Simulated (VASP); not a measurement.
A run of VASP 6.6.1 is set up as follows.

The input INCAR:

```
  ALGO = Normal
  EDIFF = 1E-7
  ENCUT = 520
  ISIF = 2
  ISMEAR = -1
  LASPH = T
  LCHARG = F
  LREAL = F
  LWAVE = F
  NBANDS = 20
  NELM = 80
  PREC = Accurate
  SIGMA = 0.05
```

File KPOINTS:

```
k-points
0
Gamma
  10 10 10
```

POSCAR

```
MoS2
1.0
    1.6007918580      0.9242176101      6.2309303335
   -1.6007918580      0.9242176101      6.2309303335
    0.0000000000     -1.8484352203      6.2309303335
Mo S
1 2
Direct
    0.0000000000      0.0000000000      0.0000000000
    0.4170000000      0.4170000000      0.4170000000
    0.2500000000      0.2500000000      0.2500000000
```

Potentials or basis: VASP PAW LDA potentials, release 64 (Mo_sv, S).

The run is started by

```sh
$ cat potpaw_LDA.64/Mo_sv/POTCAR potpaw_LDA.64/S/POTCAR > POTCAR
$ mpirun -np 1 vasp_std > vasp.out
```

Q: Estimate the band gap on the k mesh.

A: 0.92 eV, indirect (least direct gap 1.86 eV).

Q: What does it give for the largest force?

A: 0.604 eV/Å.

Forces in eV/Å, atoms in the order of the input:
```
Mo   0.000  0.000  0.076
S    0.000  0.000 -0.604
S    0.000  0.000  0.528
```

A k mesh can miss the band edges. LDA gaps usually lie below the measured ones, often by a third to a half.
